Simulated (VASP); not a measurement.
Write the native input for VASP 6.6.1 that does the following.

```
Task                   : single point
Functional             : PBE
Dispersion             : D3(BJ)
Potentials or basis    : VASP PAW PBE potentials, release 64 (F, H, S, C)
Cutoff                 : 520 eV
k mesh                 : 1 × 1 × 1
Occupations            : fermi-dirac, width 0.05 eV
Spin                   : no spin polarisation
Dipole correction      : no
Further INCAR settings : LREAL = Auto; ALGO = Normal; EDIFF = 1e-06; NBANDS = 64
```

The structure of HCS2F lies in POSCAR:

```
HCS2F
1.0
    7.8427630000      0.0000000000      0.0000000000
    0.0000000000      7.8427630000      0.0000000000
    0.0000000000      0.0000000000      7.8427630000
F H S C
4 4 8 4
Direct
   -0.1047462482      0.2271265879      0.7553842951
    0.7448777937      0.2868759390      1.0554316126
    0.8331247546      0.4505044969      0.3323573593
    0.4501984823      0.7671786078      0.1686267964
   -0.0546108559      0.2845043258      0.6621773474
    0.8109131948      0.2791873221      0.9559258644
    0.8408643739      0.3968754379      0.2192722131
    0.5704622210      0.7733881541      0.2012428528
    0.9083278431      0.9257579249      0.4403677632
    1.1055032519      1.1160480050      0.1563734618
    0.5126637130      0.2153960282      0.3821739864
    0.3446106940      0.0835419864      0.7111524344
    0.2653784132      0.7101323857      0.8399718314
    0.1243184322      0.5074742154      0.5291502497
    0.8499173059      0.6935310936      1.0053089708
    0.6251750818      0.6501662743      0.6827568294
    1.0014582871      1.0340360916      0.3057723407
    0.4216881219      0.1566284739      0.5440812122
    0.1916543953      0.6023132409      0.6876275619
    0.7382602279      0.6575743778      0.8450720747
```

One way to write it, as run:

INCAR

```
SYSTEM = HCS2F
PREC     = Accurate       ! precision mode
ENCUT    = 520            ! plane-wave cutoff, eV
EDIFF    = 1E-6           ! SCF threshold, eV
ISMEAR   = -1             ! smearing method
SIGMA    = 0.05           ! smearing width, eV
LREAL    = Auto         
LASPH    = .True.         ! aspherical terms in the spheres
NELM     = 80             ! most SCF steps
ALGO     = Normal         ! electronic algorithm
ISIF     = 2              ! what is computed and relaxed
LWAVE    = .False.        ! write WAVECAR
LCHARG   = .False.        ! write CHGCAR
GGA      = PE             ! functional
IVDW     = 12             ! dispersion correction
NBANDS   = 64             ! bands
```

KPOINTS

```
Automatic mesh
0
Gamma
  1 1 1
  0 0 0
```

Potentials or basis: VASP PAW PBE potentials, release 64 (F, H, S, C).

Launch:

```console
$ cat potpaw_PBE.64/F/POTCAR potpaw_PBE.64/H/POTCAR potpaw_PBE.64/S/POTCAR potpaw_PBE.64/C/POTCAR > POTCAR
$ mpirun -np 1 vasp_gam > vasp.out
```

Results of the run:

* Pressure: 0.2 GPa
* Largest force: 1.871 eV/Å
* Band gap on the k mesh: 3.11 eV
* Dispersion energy per atom: -0.084 eV

Caveat: the k points lie up to 0.80 Å⁻¹ apart.

Wall time 97 s on 1 thread of AMD EPYC 9R45, with other jobs on the host, peak memory 0.42 GiB.
